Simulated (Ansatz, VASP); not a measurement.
**Two plane-wave programs on Mo**

The input INCAR:

```
PREC = Accurate ; ENCUT = 520
EDIFF = 1E-6 ; ISMEAR = 0
SIGMA = 0.15 ; LREAL = F
LASPH = T ; NELM = 100
ALGO = Fast ; ISIF = 2
LWAVE = F ; LCHARG = F
GGA = PE ; NBANDS = 21
```

Contents of KPOINTS:

```
regular mesh
0
Gamma
  24 24 14
```

The input POSCAR:

```
Mo
1.0
   -1.5802194352      1.5802194352      1.5802194352
    1.5802194352     -1.5802194352      1.5802194352
    3.1604388703      3.1604388703      0.0000000000
Mo
2
Direct
    0.0237308814      0.0237308814      0.0000000000
    0.4762691186      0.4762691186      0.5000000000
```

Input for Ansatz:

```yaml
crystal:
  lattice:
    - [-1.5802194352, 1.5802194352, 1.5802194352]
    - [1.5802194352, -1.5802194352, 1.5802194352]
    - [3.1604388703, 3.1604388703, 0.0]
  atoms:
    - { symbol: Mo, position: [0.0237308814, 0.0237308814, 0.0] }
    - { symbol: Mo, position: [0.4762691186, 0.4762691186, 0.5] }
basis:
  ecutwfc: 420
kpoints:
  mp_grid: { grid: [24, 24, 14] }
hamiltonian:
  xc: pbe
scf:
  occupations: { method: gaussian, width: 0.15 }
output:
  forces: true
  stress: true
  eigenvalues: true
```

Change from the starting cell: mode 4 (132.6 1/cm) frozen in, largest displacement +0.075 Å.

Alike in both runs: task single point; functional PBE; k mesh 24 × 24 × 14; occupations gaussian, width 0.15 eV; no spin polarisation.

|  | VASP | Ansatz |
| --- | --- | --- |
| version | VASP 6.6.1 | Ansatz 0.2.0 |
| potentials or method | VASP PAW PBE potentials, release 64 (Mo_sv), cutoff 520 eV | scalar-relativistic, plane waves, PAW |
| valence electrons in the cell | 28 | 28 |

VASP gave:

- gap on the k mesh at the Fermi level (eV): none
- pressure (GPa): 1.5
- traceless stress, the component that is largest in VASP (GPa): 0.79
- rms of the force components (eV/Å): 0.344

Which values does Ansatz return?

gap on the k mesh at the Fermi level (eV): none; pressure (GPa): 1.0; traceless stress, the component that is largest in VASP (GPa): 0.78; rms of the force components (eV/Å): 0.340.

Atom by atom the forces differ by 0.004 eV/Å (rms over components). A gap of «none» marks a metal or a gap that the smearing closes.
